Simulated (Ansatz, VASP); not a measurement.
## H: VASP beside Ansatz

```
CELL_PARAMETERS angstrom
-1.69153 1.69153 2.05847
1.69153 -1.69153 2.05847
1.69153 1.69153 -2.05847
ATOMIC_POSITIONS crystal
H 0.09014 0.09014 0.00000
H 0.90986 0.90986 0.00000
```

Alike in both runs: task relaxation of cell and atoms; functional PBE; dispersion D3(BJ); k mesh 11 × 11 × 11; occupations fermi-dirac, width 0.05 eV; no spin polarisation.

|  | VASP | Ansatz |
| --- | --- | --- |
| version | VASP 6.6.1 | Ansatz 0.2.0 |
| potentials or method | VASP PAW PBE potentials, release 64 (H_h) | Ansatz PAW |
| plane-wave cutoff (eV) | 1230 | 420 |
| valence electrons in the cell | 2 | 2 |

|  | VASP | Ansatz | Ansatz less VASP |
| --- | --- | --- | --- |
| gap on the k mesh at the Fermi level, each at its own relaxed structure (eV) | 8.96 | 9.06 | +0.099 |
| relaxed volume (Å³/atom) | 11.80 | 12.34 | +0.546 |
| relaxed length of the cell vector where the two differ most in proportion (Å) | 3.158 | 3.212 | +0.0537 |

Noted on Ansatz's run: odd divisions of the mesh miss points on the zone boundary, where band edges often lie, so the gap on the mesh can be too wide; the plane-wave basis is chosen anew once the cell has moved, so the energies of steps on either side of that aren't comparable.
